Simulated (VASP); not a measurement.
Write the native input for VASP 6.6.1 that does the following.

- Task: single point
- Functional: PBEsol
- Potentials or basis: VASP PAW PBE potentials, release 64 (F)
- Cutoff: 520 eV
- k mesh: 4 × 4 × 2
- Occupations: gaussian, width 0.05 eV
- Spin: no spin polarisation
- Dipole correction: no
- Further INCAR settings: ALGO = Normal; EDIFF = 1e-06; NBANDS = 22

The structure of F lies in POSCAR:

```
F
1.0
    3.1419808727     -1.7487934260     -0.2423366703
    3.1419808727      1.7487934260     -0.2423366703
   -2.3795937812      0.0000000000      7.0105075740
F
4
Direct
    0.0848459664      0.0848459664      0.0940038325
    0.9151540336      0.9151540336      0.9059961675
    0.5015719855      0.5015719855      0.5937195244
    0.4984280145      0.4984280145      0.4062804756
```

These files were run (other wordings do the same):

INCAR

```
PREC = Accurate ; ENCUT = 520
EDIFF = 1E-6 ; ISMEAR = 0
SIGMA = 0.05 ; LREAL = False
LASPH = True ; NELM = 100
ALGO = Normal ; ISIF = 2
LWAVE = False ; LCHARG = True
GGA = PS ; LELF = True
LVHAR = True ; NBANDS = 22
```

KPOINTS

```
regular mesh
0
Gamma
  4 4 2
```

Potentials or basis: VASP PAW PBE potentials, release 64 (F).

Launch:

```sh
$ cat potpaw_PBE.64/F/POTCAR > POTCAR
$ mpirun -np 1 vasp_std > vasp.out
```

Results of the run:

```json
{
  "Pressure": "2.0 GPa",
  "Largest force": "1.259 eV/Å",
  "Band gap on the k mesh": "3.25 eV, indirect (least direct gap 3.35 eV)"
}
```

Caveat: the k points lie up to 0.52 Å⁻¹ apart; the PAW data sets were made with another functional, which shifts forces and pressure a little.

It took 21 s on 1 thread of Intel(R) Xeon(R) Platinum 8375C CPU @ 2.90GHz (Ice Lake) (shared host), peak memory 0.19 GiB.
